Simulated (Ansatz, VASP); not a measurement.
# Two plane-wave programs on CaO

Contents of INCAR:

```
SYSTEM = CaO
PREC = Accurate ; ENCUT = 520
EDIFF = 1E-6 ; ISMEAR = -1
SIGMA = 0.02 ; LREAL = .FALSE.
LASPH = .TRUE. ; NELM = 80
ALGO = Normal ; ISIF = 2
LWAVE = .FALSE. ; LCHARG = .FALSE.
GGA = PE ; NBANDS = 15
```

File KPOINTS:

```
regular mesh
0
G
  8 8 8
  0 0 0
```

Contents of POSCAR:

```
CaO
1.0
    0.0000000000      2.5024624694      2.5024624694
    2.5024624694      0.0000000000      2.5024624694
    2.5024624694      2.5024624694      0.0000000000
Ca O
1 1
Direct
    0.0000000000      0.0000000000      0.0000000000
    0.2500000000      0.2500000000      0.2500000000
```

Input for Ansatz:

```yaml
crystal:
  lattice:
    - [0.0, 2.5024624694, 2.5024624694]
    - [2.5024624694, 0.0, 2.5024624694]
    - [2.5024624694, 2.5024624694, 0.0]
  atoms:
    - { symbol: Ca, position: [0.0, 0.0, 0.0] }
    - { symbol: O, position: [0.25, 0.25, 0.25] }
kpoints:
  mp_grid: { grid: [8, 8, 8] }
  band_path:
    path:
      - [0.0, 0.0, 0.0]
      - [-0.5, -0.5, 0.0]
      - [-0.375, -0.375, 0.25]
      - [-0.375, 0.0, 0.375]
      - [0.0, 0.0, 0.5]
      - [-0.5, -0.25, 0.25]
      - [0.25, -0.5, -0.25]
    npoints: 1
hamiltonian:
  xc: pbe
scf:
  occupations: { method: fermi_dirac, width: 0.02 }
  n_extra_bands: 4
output:
  forces: true
  stress: true
  eigenvalues: true
```

Change from the starting cell: hydrostatic strain -4.0%.

Alike in both runs: task single point; functional PBE; k mesh 8 × 8 × 8; occupations fermi-dirac, width 0.02 eV; no spin polarisation.

```csv
,VASP,Ansatz
version,VASP 6.6.1,Ansatz 0.2.0
potentials or method,"VASP PAW PBE potentials, release 64 (Ca_sv, O)","plane waves, PAW"
plane-wave cutoff (eV),520,420
valence electrons in the cell,16,16
```

|  | VASP | Ansatz | Ansatz less VASP |
| --- | --- | --- | --- |
| gap on the k mesh at the Fermi level (eV) | 3.75 | 3.76 | +0.010 |
| pressure (GPa) | 14.9 | 14.1 | -0.78 |
